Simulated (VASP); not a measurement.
Here is a VASP 6.6.1 calculation.

The input INCAR:

```
SYSTEM = InSb
PREC = Accurate ; ENCUT = 520
EDIFF = 1E-6 ; ISMEAR = 0
SIGMA = 0.15 ; LREAL = .FALSE.
LASPH = .TRUE. ; NELM = 60
ALGO = Normal ; ISIF = 2
LWAVE = .FALSE. ; LCHARG = .FALSE.
GGA = PE ; IVDW = 12
NBANDS = 16
```

Contents of KPOINTS:

```
regular mesh
0
G
  12 12 12
  0 0 0
```

Contents of POSCAR:

```
InSb
1.0
    3.8266902600      0.0000000000      0.0000000000
    0.0000000000      3.7886137400      0.0000000000
    0.0000000000      0.0000000000      3.8076520000
In Sb
1 1
Direct
    0.0000000000      0.0000000000      0.0000000000
    0.5000000000      0.5000000000      0.5000000000
```

Potentials or basis: VASP PAW PBE potentials, release 64 (In_d, Sb).

Command:

```sh
$ cat potpaw_PBE.64/In_d/POTCAR potpaw_PBE.64/Sb/POTCAR > POTCAR
$ mpirun -np 1 vasp_std > vasp.out
```

Q: Estimate the band gap on the k mesh.

A: Zero (bands 9 and 10 overlap by 3.36 eV).

Q: What does it give for the dispersion energy per atom?

A: -0.409 eV.

Stress tensor (GPa, compression positive):
```
-2.53  0.00  0.00
 0.00 -2.65  0.00
 0.00  0.00 -2.59
```

Caveat: the cell differs from its parent crystal (strain +0.0050 x Voigt [1, -1, 0, 0, 0, 0]); spin-orbit coupling is left out, which moves the levels of the heavy elements.
